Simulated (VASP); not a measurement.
**GdN: single point with PBE**

The system is GdN.

```xyz
2
Lattice="0.0000 2.4907 2.4907 2.4907 0.0000 2.4907 2.4907 2.4907 0.0000" Properties=species:S:1:pos:R:3 pbc="T T T"
Gd    2.4907    2.4907    2.4907
N     0.0000    0.0000    0.0000
```

| Property | Result |
| --- | --- |
| Program | VASP 6.6.1 |
| Task | single point |
| Functional | PBE |
| Potentials or basis | VASP PAW PBE potentials, release 64 (Gd, N) |
| Cutoff | 520 eV |
| k mesh | 12 × 12 × 12 |
| Occupations | methfessel-paxton, width 0.05 eV |
| Spin | non-collinear spin, typed start, spin-orbit coupling |
| Starting moments | [[0.0, 0.0, 7.0], [0.0, 0.0, 0.0]] μB |

- Pressure: 0.3 GPa
- Net moment: 6.96 μB per cell
- Valence electrons inside the program's atomic spheres: Gd 15.25; N 3.63

Moments on the atoms (μB; x, y, z):
```
Gd   0.00  0.00  6.76
N    0.00  0.00 -0.08
```

It took 45 min on 1 thread of Intel(R) Xeon(R) 6975P-C (Granite Rapids) (shared host), peak memory 0.59 GiB.

Caveat: a cell with one magnetic atom can't hold antiferromagnetic order, which such compounds often take. The state reached can hang on the start; a lower one may exist.
